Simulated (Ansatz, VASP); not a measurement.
**One calculation of BaScO2F, two programs**

INCAR

```
SYSTEM = BaScO2F
PREC     = Accurate       ! precision mode
ENCUT    = 910            ! plane-wave cutoff, eV
EDIFF    = 1E-6           ! SCF threshold, eV
ISMEAR   = 0              ! smearing method
SIGMA    = 0.05           ! smearing width, eV
LREAL    = .False.        ! projectors in reciprocal space
LASPH    = .True.         ! aspherical terms in the spheres
NELM     = 120            ! most SCF steps
ALGO     = Normal         ! electronic algorithm
ISIF     = 2              ! what is computed and relaxed
LWAVE    = .False.        ! write WAVECAR
LCHARG   = .False.        ! write CHGCAR
GGA      = CA             ! functional
NBANDS   = 28             ! bands
GGA_COMPAT= .False.
```

KPOINTS

```
Automatic mesh
0
Gamma
  6 6 6
  0 0 0
```

Contents of POSCAR:

```
BaScO2F
1.0
    4.2069470000      0.0000000000      0.0000000000
    0.0000000000      4.2069470000      0.0000000000
    0.0000000000      0.0000000000      4.1692988700
Ba Sc O F
1 1 2 1
Direct
    0.5000000000      0.5000000000      0.5000000000
    0.0000000000      0.0000000000      0.0000000000
    0.5000000000      0.0000000000      0.0000000000
    0.0000000000      0.5000000000      0.0000000000
    0.0000000000      0.0000000000      0.5000000000
```

Input for Ansatz:

```yaml
crystal:
  lattice:
    - [4.206947, 0.0, 0.0]
    - [0.0, 4.206947, 0.0]
    - [0.0, 0.0, 4.16929887]
  atoms:
    - { symbol: Ba, position: [0.5, 0.5, 0.5] }
    - { symbol: Sc, position: [0.0, 0.0, 0.0] }
    - { symbol: O, position: [0.5, 0.0, 0.0] }
    - { symbol: O, position: [0.0, 0.5, 0.0] }
    - { symbol: F, position: [0.0, 0.0, 0.5] }
basis:
  ecutwfc: 420
kpoints:
  mp_grid: { grid: [6, 6, 6] }
hamiltonian:
  xc: lda
scf:
  occupations: { method: gaussian, width: 0.05 }
output:
  forces: true
  stress: true
  eigenvalues: true
```

Change from the starting cell: strain -0.0100 x Voigt [0, 0, 1, 0, 0, 0], atoms carried along.

Alike in both runs: task single point; functional LDA; k mesh 6 × 6 × 6; occupations gaussian, width 0.05 eV; no spin polarisation.

```csv
,VASP,Ansatz
version,VASP 6.6.1,Ansatz 0.2.0
potentials or method,"VASP PAW LDA potentials, release 64 (Ba_sv, Sc_sv, O_h, F_h), cutoff 910 eV","scalar-relativistic, plane waves, PAW"
valence electrons in the cell,40,40
```

```csv
,VASP,Ansatz,Ansatz less VASP
gap on the k mesh at the Fermi level (eV),2.92,2.98,+0.068
least direct gap on the mesh (eV),3.28,3.34,+0.059
```

LDA's correlation is that of Perdew and Zunger in VASP and of Perdew and Wang (1992) in Ansatz.

Neither program's run includes spin-orbit coupling. Noted on VASP's run: the cutoff is short for stress, so the pressure is rough.
